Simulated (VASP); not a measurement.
# Te2Mo (P6_3/mmc) in VASP: dielectric tensor with PBE+D3(BJ)

Aim: the dielectric tensor of Te2Mo with PBE+D3(BJ).

Program: VASP 6.6.1. These are calculated values, not measurements. Logs are shortened: lines on timing, memory, paths and dates and some standing lists are left out, and cuts for length are marked.

### 1 The cell of the first run

Symmetry: P6_3/mmc, No. 194, hexagonal system. Conventional cell: a = 3.520 Å, b = 3.520 Å, c = 13.963 Å, α = 90.00°, β = 90.00°, γ = 120.00°. Te (site symmetry 3m) has 3 Mo at 2.72 Å and 7 Te at 3.52 to 3.63 Å within 3.7 Å. Mo (site symmetry -6m2) has 6 Te at 2.72 Å and 6 Mo at 3.52 Å within 3.6 Å.

### 2 Dielectric tensor, PBE+D3(BJ)

INCAR

```
SYSTEM = Te2Mo
PREC = Accurate ; ENCUT = 520
EDIFF = 1E-8 ; ISMEAR = 0
SIGMA = 0.01 ; LREAL = .False.
LASPH = .True. ; NELM = 100
ALGO = Normal ; ISIF = 2
LWAVE = .False. ; LCHARG = .False.
GGA = PE ; IVDW = 12
LEPSILON = .True.
```

KPOINTS

```
regular mesh
0
Gamma
  8 8 2
  0 0 0
```

POSCAR

```
Te2Mo
1.0
    3.5195877148      0.0000000000      0.0000000000
   -1.7597938574      3.0480523719      0.0000000000
    0.0000000000      0.0000000000     13.9625830570
Te Mo
4 2
Direct
    0.3333333333      0.6666666667      0.6200759763
    0.6666666667      0.3333333333      0.1200759763
    0.3333333333      0.6666666667      0.8799240237
    0.6666666667      0.3333333333      0.3799240237
    0.3333333333      0.6666666667      0.2500000000
    0.6666666667      0.3333333333      0.7500000000
```

Potentials or basis: VASP PAW PBE potentials, release 64 (Te, Mo_sv).

On the command line:

```
cat potpaw_PBE.64/Te/POTCAR potpaw_PBE.64/Mo_sv/POTCAR > POTCAR
mpirun -np 1 vasp_std > vasp.out
```

OUTCAR:

```text
SYSTEM = Te2Mo
   PREC = Accurate
   ENCUT = 520
   EDIFF = 1E-8
   ISMEAR = 0
   LREAL = .False.
   LASPH = .True.
   NELM = 100
   ISIF = 2
   GGA = PE
   IVDW = 12
   LEPSILON = .True.
 IVDW          = 12

 ion  position               nearest neighbor table
   1  0.333  0.667  0.620-   6 2.72   6 2.72   6 2.72   3 3.63
   2  0.667  0.333  0.120-   5 2.72   5 2.72   5 2.72   4 3.63
   3  0.333  0.667  0.880-   6 2.72   6 2.72   6 2.72   1 3.63
   4  0.667  0.333  0.380-   5 2.72   5 2.72   5 2.72   2 3.63
   5  0.333  0.667  0.250-   2 2.72   4 2.72   2 2.72   4 2.72   2 2.72   4 2.72
   6  0.667  0.333  0.750-   1 2.72   3 2.72   1 2.72   3 2.72   1 2.72   3 2.72

  LATTYP: Found a hexagonal cell.
 ALAT       =     3.5195877148
 C/A-ratio  =     3.9671075673

  Lattice vectors:

 A1 = (   3.5195877148,   0.0000000000,   0.0000000000)
 A2 = (  -1.7597938574,   3.0480523719,   0.0000000000)
 A3 = (   0.0000000000,   0.0000000000,  13.9625830570)

Analysis of symmetry for initial positions (statically):
=====================================================================
 Subroutine PRICEL returns:
 Original cell was already a primitive cell.

 Routine SETGRP: Setting up the symmetry group for a
 hexagonal supercell.

 Subroutine GETGRP returns: Found 24 space group operations
 (whereof 12 operations were pure point group operations)
 out of a pool of 24 trial point group operations.

The static configuration has the point symmetry D_3d.
 The point group associated with its full space group is D_6h.

Analysis of symmetry for dynamics (positions and initial velocities):
=====================================================================
 Subroutine PRICEL returns:
 Original cell was already a primitive cell.

 Routine SETGRP: Setting up the symmetry group for a
 hexagonal supercell.

 Subroutine GETGRP returns: Found 24 space group operations
 (whereof 12 operations were pure point group operations)
 out of a pool of 24 trial point group operations.

The dynamic configuration has the point symmetry D_3d.
 The point group associated with its full space group is D_6h.

 Subroutine INISYM returns: Found 24 space group operations
 (whereof 12 operations are pure point group operations),
 and found     1 'primitive' translations

----------------------------------------------------------------------------------------

                                     Primitive cell

  volume of cell :     149.7890

  direct lattice vectors                    reciprocal lattice vectors
     3.519587715  0.000000000  0.000000000     0.284124188  0.164039176  0.000000000
    -1.759793857  3.048052372  0.000000000     0.000000000  0.328078352  0.000000000
     0.000000000  0.000000000 13.962583057     0.000000000  0.000000000  0.071619986

  length of vectors
     3.519587715  3.519587715 13.962583057     0.328078352  0.328078352  0.071619986

  position of ions in fractional coordinates (direct lattice)
     0.333333333  0.666666667  0.620075976
     0.666666667  0.333333333  0.120075976
     0.333333333  0.666666667  0.879924024
     0.666666667  0.333333333  0.379924024
     0.333333333  0.666666667  0.250000000
     0.666666667  0.333333333  0.750000000

  ion indices of the primitive-cell ions
   primitive index   ion index
                 1           1
                 2           2
                 3           3
                 4           4
                 5           5
                 6           6

----------------------------------------------------------------------------------------

 KPOINTS: regular mesh

Automatic generation of k-mesh.
 Grid dimensions read from file:
 generate k-points for:    8    8    2

[... 87 lines left out ...]
   LEPSILON=     T    determine dielectric tensor
   LRPA    =     F    only Hartree local field effects (RPA)
 non-spin polarized calculation
 Gauss-broadening in eV      SIGMA  =   0.01
  energy-cutoff  :      520.00
  volume of cell :      149.79
 maximum number of plane-waves:      4095
 NGX is ok and might be reduce to    28
   NGX = 13   NGY = 13   NGZ = 51

--------------------------------------- Ionic step        1  -------------------------------------------

 number of electron      51.9999997 magnetization

 E-fermi :   8.3356     XC(G=0): -10.4544

 val. band max:        8.1494804732   @ k =   0.0000   0.0000   0.0000
 cond. band min:       8.9347842560   @ k =   0.2500   0.1250   0.0000
 fundamental gap:      0.7853037829
 Fermi energy:         8.3355658660

 k-point     1 :       0.0000    0.0000    0.0000
  band No.  band energies     occupation
      1     -52.6684      2.00000
      2     -52.6684      2.00000
      3     -26.8328      2.00000
      4     -26.8327      2.00000
      5     -26.7069      2.00000
      6     -26.7069      2.00000
[... 669 lines left out ...]
     30       9.8561      0.00000
     31      10.3476      0.00000

  FORCE on cell =-STRESS in cart. coord.  units (eV):
  Direction    XX          YY          ZZ          XY          YZ          ZX
  --------------------------------------------------------------------------------------
  -------------------------------------------------------------------------------------
  Total      -1.19754    -1.19754    -1.10906     0.00000     0.00000     0.00000
  in kB     -12.80916   -12.80916   -11.86272     0.00000     0.00000     0.00000
  external pressure =      -12.49 kB  Pullay stress =        0.00 kB

 VOLUME and BASIS-vectors are now :
 -----------------------------------------------------------------------------
  energy-cutoff  :      520.00
  volume of cell :      149.79
      direct lattice vectors                 reciprocal lattice vectors
     3.519587715  0.000000000  0.000000000     0.284124188  0.164039176  0.000000000
    -1.759793857  3.048052372  0.000000000     0.000000000  0.328078352  0.000000000
     0.000000000  0.000000000 13.962583057     0.000000000  0.000000000  0.071619986

 POSITION                                       TOTAL-FORCE (eV/Angst)
 -----------------------------------------------------------------------------------
     -0.00000      2.03203      8.65786        -0.000000      0.000000     -0.006060
      1.75979      1.01602      1.67657         0.000000      0.000000     -0.006060
     -0.00000      2.03203     12.28601        -0.000000      0.000000      0.006060
      1.75979      1.01602      5.30472         0.000000      0.000000      0.006060
     -0.00000      2.03203      3.49065         0.000000     -0.000000     -0.000000
      1.75979      1.01602     10.47194        -0.000000     -0.000000     -0.000000
 -----------------------------------------------------------------------------------
    total drift:                               -0.000000      0.000000     -0.000000

  FREE ENERGIE OF THE ION-ELECTRON SYSTEM (eV)
  ---------------------------------------------------
  free  energy   TOTEN  =       -39.2101149569 eV

  energy  without entropy=      -39.2101149569  energy(sigma->0) =      -39.21011496

 HEAD OF MICROSCOPIC STATIC DIELECTRIC TENSOR (INDEPENDENT PARTICLE, excluding Hartree and local field effects)
 ------------------------------------------------------
          21.195745     0.000000    -0.000000
          -0.000000    21.195745    -0.000000
           0.000000     0.000000    14.743815
 ------------------------------------------------------

 Free energy of the ion-electron system (eV)
  ---------------------------------------------------
  ---------------------------------------------------
  free energy    TOTEN  =        -8.56039163 eV

  energy without entropy =       -8.56039163

------------------------ aborting loop because EDIFF is reached ----------------------------------------

 Edisp (eV)   -3.21912

 E8    (eV) :    -1.4842
[... 7 lines left out ...]
 E8    (eV) :    -1.4842

--------------------------------------- Ionic step        3  -------------------------------------------

 Free energy of the ion-electron system (eV)
  ---------------------------------------------------
  ---------------------------------------------------
  free energy    TOTEN  =        -4.54816345 eV

  energy without entropy =       -4.54816345

------------------------ aborting loop because EDIFF is reached ----------------------------------------

 Edisp (eV)   -3.21912

 E8    (eV) :    -1.4842

 PIEZOELECTRIC TENSOR FIELD DIRECTION 3  (e Angst)
 -----------------------------------------------------------------------------
    -0.00002  0.00000 -0.00000           (  0.00000 -0.00000 -0.00000)
     0.00000 -0.00002  0.00000           (  0.00000  0.00000 -0.00000)
     0.00000 -0.00000  0.00002           (  0.00000  0.00000  0.00000)

 PIEZOELECTRIC TENSOR FIELD DIRECTION 3  (C/m^2)
 -----------------------------------------------------------------------------
    -0.00000  0.00000 -0.00000
     0.00000 -0.00000  0.00000
     0.00000 -0.00000  0.00000

 MACROSCOPIC STATIC DIELECTRIC TENSOR (including local field effects in DFT)
 ------------------------------------------------------
          20.344410    -0.000000     0.000000
           0.000000    20.344410    -0.000000
           0.000000     0.000000    11.386652
 ------------------------------------------------------

 PIEZOELECTRIC TENSOR (including local field effects)  for field in x, y, z        (e  Angst)
          XX          YY          ZZ          XY          YZ          ZX
  --------------------------------------------------------------------------------
  x     0.00000     0.00000     0.00000     0.00000     0.00000     0.00000
  y     0.00000     0.00000     0.00000     0.00000     0.00000     0.00000
  z     0.00000     0.00000     0.00000     0.00000     0.00000     0.00000

 PIEZOELECTRIC TENSOR (including local field effects)  for field in x, y, z        (C/m^2)
          XX          YY          ZZ          XY          YZ          ZX
  --------------------------------------------------------------------------------
  x     0.00000     0.00000     0.00000     0.00000     0.00000     0.00000
  y     0.00000     0.00000     0.00000     0.00000     0.00000     0.00000
  z     0.00000     0.00000     0.00000     0.00000     0.00000     0.00000

 BORN EFFECTIVE CHARGES (including local field effects) (in |e|, cummulative output)
 ---------------------------------------------------------------------------------
 ion    1
    1     1.60705     0.00000     0.00000
    2     0.00000     1.60705     0.00000
    3     0.00000     0.00000     0.84463
 ion    2
    1     1.60705     0.00000     0.00000
    2     0.00000     1.60705     0.00000
    3    -0.00000     0.00000     0.84463
 ion    3
    1     1.60705     0.00000     0.00000
    2     0.00000     1.60705    -0.00000
    3     0.00000    -0.00000     0.84463
 ion    4
    1     1.60705     0.00000     0.00000
    2     0.00000     1.60705     0.00000
    3     0.00000     0.00000     0.84463
 ion    5
    1    -3.21410     0.00000     0.00000
    2     0.00000    -3.21410     0.00000
    3    -0.00000     0.00000    -1.68926
 ion    6
    1    -3.21410     0.00000     0.00000
    2     0.00000    -3.21410     0.00000
    3     0.00000     0.00000    -1.68926
```

Wall time 17 min (1 thread of AMD EPYC 9R45 (Zen 5), shared host); peak memory 0.61 GiB.

What came out:

```
Band gap on the k mesh                  : 0.79 eV (least direct gap 1.20 eV)
Electronic dielectric tensor (diagonal) : 20.34, 20.34, 11.39
Born charges (mean of the diagonal)     : Te +1.35; Mo -2.71 e
Dispersion energy per atom              : -0.537 eV
```

Electronic dielectric tensor:
```
20.34  0.00  0.00
 0.00 20.34  0.00
 0.00  0.00 11.39
```

Born effective charge tensors (e):
atom 1, Te
```
1.61 0.00 0.00
0.00 1.61 0.00
0.00 0.00 0.84
```
atom 2, Te
```
1.61 0.00 0.00
0.00 1.61 0.00
0.00 0.00 0.84
```
atom 3, Te
```
1.61 0.00 0.00
0.00 1.61 0.00
0.00 0.00 0.84
```
atom 4, Te
```
1.61 0.00 0.00
0.00 1.61 0.00
0.00 0.00 0.84
```
atom 5, Mo
```
-3.21  0.00  0.00
 0.00 -3.21  0.00
 0.00  0.00 -1.69
```
atom 6, Mo
```
-3.21  0.00  0.00
 0.00 -3.21  0.00
 0.00  0.00 -1.69
```

Caveat: spin-orbit coupling is left out, which moves the levels of the heavy elements.
